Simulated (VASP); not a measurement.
# K3H (P6/mmm) in VASP: notebook

Runs on K3H. Level: PBE. Tasks: relaxation of cell and atoms, single point.

Everything below comes from runs of VASP 6.6.1. Logs are shortened: lines on timing, memory, paths and dates and some standing lists are left out, and cuts for length are marked.

## 1. The cell of the first run

It takes space group P6/mmm (No. 191, hexagonal). Conventional cell: a = 5.142 Å, b = 5.142 Å, c = 4.522 Å, α = 90.00°, β = 90.00°, γ = 120.00°. Within 3.9 Å of K (site symmetry -6m2) lie 6 K at 2.97 Å and 6 H at 3.73 Å. Within 3.0 Å of K (site symmetry 6/mmm) lie 2 H at 2.26 Å and 6 K at 2.97 Å. H (site symmetry 6/mmm) has 2 K at 2.26 Å within 3.0 Å.

## 2. Relaxation of cell and atoms, PBE

Input file INCAR:

```
SYSTEM = K3H
  PREC = Accurate
  ENCUT = 600
  EDIFF = 1E-6
  ISMEAR = 0
  SIGMA = 0.1
  LREAL = .False.
  LASPH = .True.
  NELM = 100
  ALGO = Normal
  ISIF = 3
  LWAVE = .False.
  LCHARG = .False.
  GGA = PE
  IBRION = 2
  NSW = 90
  EDIFFG = -0.04
```

Input file KPOINTS:

```
regular mesh
0
Gamma
  6 6 4
  0 0 0
```

Input file POSCAR:

```
K3H
1.0
    5.1418126300      0.0000000000      0.0000000000
   -2.5709063100      4.4529403600      0.0000000000
    0.0000000000      0.0000000000      4.5216092600
K H
3 1
Direct
    0.3333333300      0.6666666700      0.5000000000
    0.6666666700      0.3333333300      0.5000000000
    0.0000000000      0.0000000000      0.5000000000
    0.0000000000      0.0000000000      0.0000000000
```

Potentials or basis: VASP PAW PBE potentials, release 64 (K_sv, H).

Launch:

```bash
cat potpaw_PBE.64/K_sv/POTCAR potpaw_PBE.64/H/POTCAR > POTCAR
mpirun -np 1 vasp_std > vasp.out
```

OUTCAR:

```text
SYSTEM = K3H
   PREC = Accurate
   ENCUT = 600
   EDIFF = 1E-6
   ISMEAR = 0
   LREAL = .False.
   LASPH = .True.
   NELM = 100
   ISIF = 3
   GGA = PE
   IBRION = 2
   NSW = 90
   EDIFFG = -0.04

 ion  position               nearest neighbor table
   1  0.333  0.667  0.500-   3 2.97   2 2.97   2 2.97   3 2.97   3 2.97   2 2.97
   2  0.667  0.333  0.500-   3 2.97   1 2.97   1 2.97   3 2.97   3 2.97   1 2.97
   3  0.000  0.000  0.500-   4 2.26   4 2.26   1 2.97   2 2.97   1 2.97   2 2.97   2 2.97   1 2.97

   4  0.000  0.000  0.000-   3 2.26   3 2.26

  LATTYP: Found a hexagonal cell.
 ALAT       =     5.1418126300
 C/A-ratio  =     0.8793804025

  Lattice vectors:

 A1 = (   5.1418126300,   0.0000000000,   0.0000000000)
 A2 = (  -2.5709063100,   4.4529403600,   0.0000000000)
 A3 = (   0.0000000000,   0.0000000000,   4.5216092600)

Analysis of symmetry for initial positions (statically):
=====================================================================
 Subroutine PRICEL returns:
 Original cell was already a primitive cell.

 Routine SETGRP: Setting up the symmetry group for a
 hexagonal supercell.

 Subroutine GETGRP returns: Found 24 space group operations
 (whereof 24 operations were pure point group operations)
 out of a pool of 24 trial point group operations.

The static configuration has the point symmetry D_6h.

Analysis of symmetry for dynamics (positions and initial velocities):
=====================================================================
 Subroutine PRICEL returns:
 Original cell was already a primitive cell.

 Routine SETGRP: Setting up the symmetry group for a
 hexagonal supercell.

 Subroutine GETGRP returns: Found 24 space group operations
 (whereof 24 operations were pure point group operations)
 out of a pool of 24 trial point group operations.

The dynamic configuration has the point symmetry D_6h.

 Subroutine INISYM returns: Found 24 space group operations
 (whereof 24 operations are pure point group operations),
 and found     1 'primitive' translations

----------------------------------------------------------------------------------------

                                     Primitive cell

  volume of cell :     103.5276

  direct lattice vectors                    reciprocal lattice vectors
     5.141812630  0.000000000  0.000000000     0.194483944  0.112285357  0.000000000
    -2.570906310  4.452940360  0.000000000     0.000000000  0.224570715  0.000000000
     0.000000000  0.000000000  4.521609260     0.000000000  0.000000000  0.221160198

  length of vectors
     5.141812630  5.141812628  4.521609260     0.224570715  0.224570715  0.221160198

  position of ions in fractional coordinates (direct lattice)
     0.333333330  0.666666670  0.500000000
     0.666666670  0.333333330  0.500000000
     0.000000000  0.000000000  0.500000000
     0.000000000  0.000000000  0.000000000

  ion indices of the primitive-cell ions
   primitive index   ion index
                 1           1
                 2           2
                 3           3
                 4           4

----------------------------------------------------------------------------------------

 KPOINTS: regular mesh

Automatic generation of k-mesh.
 Grid dimensions read from file:
 generate k-points for:    6    6    4

 Generating k-lattice:

  Cartesian coordinates                     Fractional coordinates (reciprocal lattice)
     0.032413991  0.018714226  0.000000000     0.166666667  0.000000000  0.000000000
     0.000000000  0.037428452  0.000000000     0.000000000  0.166666667  0.000000000
     0.000000000  0.000000000  0.055290050     0.000000000  0.000000000  0.250000000

  Length of vectors
     0.037428452  0.037428452  0.055290050

  Shift w.r.t. Gamma in fractional coordinates (k-lattice)
     0.000000000  0.000000000  0.000000000

 Subroutine IBZKPT returns following result:
 ===========================================

 Found     21 irreducible k-points:

 Following reciprocal coordinates:
            Coordinates               Weight
  0.000000  0.000000  0.000000      1.000000
  0.166667  0.000000  0.000000      6.000000
  0.333333  0.000000  0.000000      6.000000
  0.500000  0.000000  0.000000      3.000000
  0.166667  0.166667  0.000000      6.000000
  0.333333  0.166667  0.000000     12.000000
[... 13 lines left out ...]
  0.333333  0.166667  0.500000     12.000000
  0.333333  0.333333  0.500000      2.000000
   k-points           NKPTS =     21   k-points in BZ     NKDIM =     21   number of bands    NBANDS=     18
   number of dos      NEDOS =    301   number of ions     NIONS =      4
   total plane-waves  NPLWV =  63504
   dimension x,y,z NGX =    42 NGY =   42 NGZ =   36
   dimension x,y,z NGXF=    84 NGYF=   84 NGZF=   72
   ions per type =               3   1
   NGX,Y,Z   is equivalent  to a cutoff of  13.58, 13.58, 13.24 a.u.
   NGXF,Y,Z  is equivalent  to a cutoff of  27.16, 27.16, 26.47 a.u.
 SYSTEM =  K3H
   PREC   = accura    normal or accurate (medium, high low for compatibility)
   ISTART =      0    job   : 0-new  1-cont  2-samecut
   ICHARG =      2    charge: 1-file 2-atom 10-const
   ISPIN  =      1    spin polarized calculation?
   LNONCOLLINEAR =      F non collinear calculations
   LSORBIT =      F    spin-orbit coupling
   LASPH  =      T    aspherical Exc in radial PAW
   ENCUT  =  600.0 eV  44.10 Ry    6.64 a.u.  10.27 10.27  9.03*2*pi/ulx,y,z
   NELM   =    100;   NELMIN=  2; NELMDL= -5     # of ELM steps
   EDIFF  = 0.1E-05   stopping-criterion for ELM
   LREAL  =      F    real-space projection
   EDIFFG = -.4E-01   stopping-criterion for IOM
   NSW    =     90    number of steps for IOM
   IBRION =      2    ionic relax: 0-MD 1-quasi-New 2-CG
   NFREE  =      1    steps in history (QN), initial steepest desc. (CG)
   ISIF   =      3    stress and relaxation
   ISYM   =      2    0-nonsym 1-usesym 2-fastsym
   POTIM  = 0.5000    time-step for ionic-motion
   TEBEG  =    0.0;   TEEND  =   0.0 temperature during run
   PSTRESS=    0.0 pullay stress
   NELECT =      28.0000    total number of electrons
   NUPDOWN=      -1.0000    fix difference up-down
   EMIN   =  10.00;   EMAX   =-10.00  energy-range for DOS
   EFERMI =   0.00;   METHOD = LEGACY
   ISMEAR =     0;   SIGMA  =   0.10  broadening in eV -4-tet -1-fermi 0-gaus
   EFERMI_NEDOS =   21; number of points for ismear=-14 and -15
   IALGO  =     38    algorithm
   IMIX   =      4    mixing-type and parameters
     AMIX     =   0.40;   BMIX     =  1.00
     AMIX_MAG =   1.60;   BMIX_MAG =  1.00
  volume/ion in A,a.u.               =      25.88       174.66
  Fermi-wavevector in a.u.,A,eV,Ry     =   1.058706  2.000665 15.250210  1.120859
  Thomas-Fermi vector in A             =   2.194025
   LORBIT       =      0    0 simple, 1 ext, 2 COOP (PROOUT), +10 PAW based schemes
   GGA     = PE    functional components
   LHFCALC =     F    Hartree Fock is set to
   AEXX    =    0.0000 exact exchange contribution
   IVDW    =     0    specifies the selected vdW correction
   LEPSILON=     F    determine dielectric tensor
   LRPA    =     F    only Hartree local field effects (RPA)
 conjugate gradient relaxation of ions
 non-spin polarized calculation
 Gauss-broadening in eV      SIGMA  =   0.10
  energy-cutoff  :      600.00
  volume of cell :      103.53
 maximum number of plane-waves:      3486
 NGX is ok and might be reduce to    42
   NGX = 21   NGY = 21   NGZ = 19

--------------------------------------- Ionic step        1  -------------------------------------------

 number of electron      27.9999998 magnetization

 Free energy of the ion-electron system (eV)
  ---------------------------------------------------
  ext. energy  EPLUGINS =         0.00000000
  ---------------------------------------------------
  free energy    TOTEN  =        -1.22328204 eV

  energy without entropy =       -1.20968612  energy(sigma->0) =       -1.21648408

------------------------ aborting loop because EDIFF is reached ----------------------------------------

  FORCE on cell =-STRESS in cart. coord.  units (eV):
  Direction    XX          YY          ZZ          XY          YZ          ZX
  --------------------------------------------------------------------------------------
  -------------------------------------------------------------------------------------
  Total       13.2522807     13.2522807     -1.3405982      0.0000000     -0.0000000     -0.0000000
  in kB      205.0902679    205.0902679    -20.7468933      0.0000002     -0.0000000     -0.0000000
  external PRESSURE =     129.8112142 kB  Pullay stress =       0.0000000 kB
[... 61 lines left out ...]
  energy  without entropy=       -4.0864989117  energy(sigma->0) =       -4.08854378

--------------------------------------- Ionic step        3  -------------------------------------------

 number of electron      28.0000000 magnetization

 E-fermi :   0.5226     XC(G=0):  -6.3214

 val. band max:        0.4704200284   @ k =   0.1667   0.1667   0.5000
 cond. band min:       0.6052919956   @ k =   0.3333   0.0000   0.0000
 fundamental gap:      0.1348719671
 Fermi energy:         0.5226222167

 k-point     1 :       0.0000    0.0000    0.0000
  band No.  band energies     occupation
      1     -32.0409      2.00000
      2     -32.0170      2.00000
      3     -30.6388      2.00000
      4     -15.6286      2.00000
      5     -15.6286      2.00000
      6     -15.4904      2.00000
[... 10 lines left out ...]
     17       2.1449      0.00000
     18       2.1456      0.00000
[... 643 lines left out ...]
  energy  without entropy=       -5.5889354879  energy(sigma->0) =       -5.59432805

--------------------------------------- Ionic step        9  -------------------------------------------

 number of electron      27.9999995 magnetization

 Free energy of the ion-electron system (eV)
  ---------------------------------------------------
  ext. energy  EPLUGINS =         0.00000000
  ---------------------------------------------------
  free energy    TOTEN  =        -5.60074395 eV

  energy without entropy =       -5.59014662  energy(sigma->0) =       -5.59544529

 E-fermi :  -0.5336     XC(G=0):  -5.2670

 val. band max:       -0.5499475654   @ k =   0.3333   0.0000   0.0000
 cond. band min:      -0.4574484955   @ k =   0.1667   0.1667   0.0000
 fundamental gap:      0.0924990699
 Fermi energy:        -0.5335811729

 k-point     1 :       0.0000    0.0000    0.0000
  band No.  band energies     occupation
      1     -33.0625      2.00000
      2     -33.0599      2.00000
      3     -31.5686      2.00000
      4     -16.5601      2.00000
      5     -16.5601      2.00000
      6     -16.5297      2.00000
[... 10 lines left out ...]
     17       0.9114      0.00000
     18       0.9185      0.00000
[... 449 lines left out ...]
  FREE ENERGIE OF THE ION-ELECTRON SYSTEM (eV)
  ---------------------------------------------------
  free  energy   TOTEN  =        -5.6007439521 eV

  energy  without entropy=       -5.5901466224  energy(sigma->0) =       -5.59544529

 reached required accuracy - stopping structural energy minimisation
```

Wall time 7.5 min (1 thread of Intel Xeon Platinum 8375C at 2.90GHz (Ice Lake), shared host); peak memory 0.26 GiB.

Results:

```
Free energy                            : -5.6007 eV
Relaxed volume                         : 64.03 Å³/atom
Relaxed cell                           : a = 7.924 Å, b = 7.924 Å, c = 4.710 Å, α = 90.00°, β = 90.00°, γ = 120.00°
Space group after relaxing (to 0.05 Å) : P6/mmm (No. 191)
Energy gained by relaxing              : 1094.4 meV/atom
Ionic steps                            : 9
Pressure after relaxing                : 0.0 GPa
Band gap on the k mesh                 : zero (band 14 reaches 0.35 eV, above the bottom of band 15 at -1.26 eV)
```

Step by step:
```
step  energy change (eV)  largest force (eV/Å)  pressure (GPa)  volume (Å³)
   1              0.0000                0.0000           12.98       103.53
   2             -2.8673                0.0000            5.66       137.01
   3             -3.8957                0.0000            2.58       171.26
   4             -4.1546                0.0000            0.77       248.96
   5             -4.2032                0.0000            0.92       231.42
   6             -4.2108                0.0000            1.00       224.39
   7             -4.3605                0.0000            0.25       245.08
   8             -4.3764                0.0000            0.04       253.44
   9             -4.3775                0.0000           -0.01       256.12
```

Final structure:
```
K H
1.0
     7.92421    0.00000    0.00000
    -3.96210    6.86257    0.00000
     0.00000    0.00000    4.70974
K H
3 1
Direct
  0.33333 0.66667 0.50000
  0.66667 0.33333 0.50000
  0.00000 0.00000 0.50000
  0.00000 0.00000 0.00000
```

Levels at points of the mesh, in eV from the Fermi level:
```tsv
k point	band 11	band 12	band 13	band 14	band 15	band 16	band 17	band 18
(0.00, 0.00, 0.00)	-14.65	-14.32	-2.43	-0.92	1.16	1.16	1.44	1.45
(0.50, 0.00, 0.00)	-14.65	-14.32	-2.18	-1.00	-0.25	0.81	1.47	2.61
(0.00, 0.00, 0.50)	-14.64	-14.40	-1.23	-0.22	0.93	2.14	2.14	2.59
(0.50, 0.00, 0.50)	-14.64	-14.40	-1.16	0.60	0.76	0.83	1.47	1.62
```

Caveat: the volume moved by over 15 % at a fixed basis, so the end points are rough.

## 3. Single point, PBE

This run uses another cell than the first one, of 68.69 Å³/atom, 2.654 times its volume.

Input file INCAR:

```
SYSTEM = K3H
PREC = Accurate
ENCUT = 520
EDIFF = 1E-6
ISMEAR = 0
SIGMA = 0.1
LREAL = .FALSE.
LASPH = .TRUE.
NELM = 100
ALGO = Normal
ISIF = 2
LWAVE = .FALSE.
LCHARG = .FALSE.
GGA = PE
NBANDS = 22
```

Input file KPOINTS:

```
regular mesh
0
G
  6 6 10
  0 0 0
```

Input file POSCAR:

```
K3H
1.0
    8.1958372696      0.0000000000      0.0000000000
   -4.0979186348      7.0978032808      0.0000000000
    0.0000000000      0.0000000000      4.7229546536
K H
3 1
Direct
    0.3333333333      0.6666666667      0.5000000000
    0.6666666667      0.3333333333      0.5000000000
    0.0000000000      0.0000000000      0.5000000000
    0.0000000000      0.0000000000      0.0000000000
```

Potentials or basis: VASP PAW PBE potentials, release 64 (K_sv, H).

Launch:

```bash
cat potpaw_PBE.64/K_sv/POTCAR potpaw_PBE.64/H/POTCAR > POTCAR
mpirun -np 1 vasp_std > vasp.out
```

It took 6.4 min on 1 thread of Intel Xeon Platinum 8375C at 2.90GHz (Ice Lake), shared host; peak memory 0.5 GiB.

The run converged. Its results:

| Quantity | Value |
| --- | --- |
| Free energy | -5.6943 eV |
| Pressure | 0.0 GPa |
| Band gap on the k mesh | zero (band 14 reaches 0.23 eV, above the bottom of band 15 at -1.38 eV) |

Levels at points of the mesh, in eV from the Fermi level:
| k point | band 10 | band 11 | band 12 | band 13 | band 14 | band 15 | band 16 | band 17 | band 18 | band 19 |
| --- | --- | --- | --- | --- | --- | --- | --- | --- | --- | --- |
| (0.00, 0.00, 0.00) | -14.57 | -14.57 | -14.25 | -2.28 | -0.89 | 1.14 | 1.14 | 1.31 | 1.46 | 1.46 |
| (0.50, 0.00, 0.00) | -14.57 | -14.57 | -14.25 | -2.06 | -0.93 | -0.23 | 0.79 | 1.47 | 2.60 | 2.89 |
| (0.00, 0.00, 0.50) | -14.57 | -14.57 | -14.33 | -1.12 | -0.08 | 0.94 | 2.17 | 2.17 | 2.42 | 2.42 |
| (0.50, 0.00, 0.50) | -14.57 | -14.57 | -14.33 | -1.06 | 0.67 | 0.84 | 0.91 | 1.48 | 1.70 | 2.13 |

## 4. Relaxation of cell and atoms, PBE

This run uses another cell than the first one, of 65.38 Å³/atom, 2.526 times its volume.

Input file INCAR:

```
  PREC = Accurate
  ENCUT = 600
  EDIFF = 1E-6
  ISMEAR = 0
  SIGMA = 0.1
  LREAL = False
  LASPH = True
  NELM = 80
  ALGO = Normal
  ISIF = 3
  LWAVE = False
  LCHARG = False
  GGA = PE
  IBRION = 2
  NSW = 100
  EDIFFG = -0.01
```

Input file KPOINTS:

```
regular mesh
0
Gamma
  6 6 10
```

Input file POSCAR:

```
K3H
1.0
    8.0053473547      0.0000000000      0.0000000000
   -4.0026736773      6.9328341753      0.0000000000
    0.0000000000      0.0000000000      4.7121527448
K H
3 1
Direct
    0.3333333333      0.6666666667      0.5000000000
    0.6666666667      0.3333333333      0.5000000000
    0.0000000000      0.0000000000      0.5000000000
    0.0000000000      0.0000000000      0.0000000000
```

Launch:

```bash
cat potpaw_PBE.64/K_sv/POTCAR potpaw_PBE.64/H/POTCAR > POTCAR
mpirun -np 1 vasp_std > vasp.out
```

Wall time 30 min (1 thread of Intel Xeon Platinum 8375C at 2.90GHz (Ice Lake), shared host); peak memory 0.57 GiB.

Results (log left out):

```
Free energy                            : -5.6942 eV
Relaxed volume                         : 68.59 Å³/atom
Relaxed cell                           : a = 8.187 Å, b = 8.187 Å, c = 4.726 Å, α = 90.00°, β = 90.00°, γ = 120.00°
Space group after relaxing (to 0.05 Å) : P6/mmm (No. 191)
Energy gained by relaxing              : 1.1 meV/atom
Ionic steps                            : 8
Pressure after relaxing                : 0.0 GPa
Band gap on the k mesh                 : zero (band 14 reaches 0.23 eV, above the bottom of band 15 at -1.38 eV)
```

Step by step:
```csv
step,energy change (eV),largest force (eV/Å),pressure (GPa),volume (Å³)
1,0.0000,0.0000,0.11,261.52
2,-0.0010,0.0000,0.09,263.18
3,-0.0029,0.0000,0.03,268.17
4,-0.0015,0.0000,-0.08,278.36
5,-0.0031,0.0000,-0.01,271.13
6,-0.0039,0.0000,0.00,272.28
7,-0.0042,0.0000,0.01,275.64
8,-0.0044,0.0000,0.00,274.34
```

Final structure:
```
K H
1.0
     8.18723    0.00000    0.00000
    -4.09362    7.09035    0.00000
     0.00000    0.00000    4.72590
K H
3 1
Cartesian
  0.0000 4.7269 2.3630
  4.0936 2.3635 2.3630
  0.0000 0.0000 2.3630
  0.0000 0.0000 0.0000
```

Levels at points of the mesh, in eV from the Fermi level:
```tsv
k point	band 10	band 11	band 12	band 13	band 14	band 15	band 16	band 17	band 18
(0.00, 0.00, 0.00)	-14.57	-14.57	-14.25	-2.28	-0.89	1.14	1.14	1.31	1.46
(0.50, 0.00, 0.00)	-14.57	-14.57	-14.25	-2.06	-0.93	-0.23	0.80	1.47	2.60
(0.00, 0.00, 0.50)	-14.57	-14.57	-14.33	-1.12	-0.09	0.95	2.17	2.17	2.41
(0.50, 0.00, 0.50)	-14.57	-14.57	-14.33	-1.07	0.67	0.84	0.91	1.48	1.70
```

## 5. Overview

| task | cell | k mesh | cutoff (eV) | gap on the mesh (eV) | pressure (GPa) | relaxed volume (Å³/atom) |
| --- | --- | --- | --- | --- | --- | --- |
| relaxation of cell and atoms | relaxed from a = 5.142, b = 5.142, c = 4.522 Å, angles 90.0, 90.0, 120.0°, 4 atoms | 6 × 6 × 4 | 600 | none | 0.0 | 64.03 |
| single point | a = 8.196, b = 8.196, c = 4.723 Å, angles 90.0, 90.0, 120.0°, 4 atoms | 6 × 6 × 10 | 520 | none | 0.0 | - |
| relaxation of cell and atoms | relaxed from a = 8.005, b = 8.005, c = 4.712 Å, angles 90.0, 90.0, 120.0°, 4 atoms | 6 × 6 × 10 | 600 | none | 0.0 | 68.59 |

Alike in all rows: level PBE; potentials or basis VASP PAW PBE potentials, release 64 (K_sv, H); no spin polarisation; smearing gaussian 0.1 eV.

Caveats: the volume moved by over 15 % at a fixed basis, so the end points are rough (some runs).

Total energies depend on the potentials used, so only differences within one code and one set of settings carry meaning.
